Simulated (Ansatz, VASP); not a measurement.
# TiAl in VASP and in Ansatz

```
CELL_PARAMETERS angstrom
2.86726 0.00000 0.00000
-1.43363 2.48312 0.00000
0.00000 0.00000 4.67808
ATOMIC_POSITIONS crystal
Ti 0.00000 0.00000 0.00000
Al 0.33333 0.66667 0.50000
```

Alike in both runs: task single point; functional PBE; k mesh 21 × 21 × 10; occupations gaussian, width 0.15 eV; no spin polarisation.

```csv
,VASP,Ansatz
version,VASP 6.6.1,Ansatz 0.2.0
potentials or method,"VASP PAW PBE potentials, release 64 (Ti_sv, Al), cutoff 520 eV","scalar-relativistic, plane waves, PAW"
valence electrons in the cell,15,15
```

```csv
,VASP,Ansatz,Ansatz less VASP
gap on the k mesh at the Fermi level (eV),none,none,-
pressure (GPa),0.2,0.3,+0.09
"traceless stress, the component that is largest in VASP (GPa)",-1.06,-1.09,-0.037
```

A gap of «none» marks a metal or a gap that the smearing closes. The functional is the same, so the differences come from potentials, cutoffs and numerics.
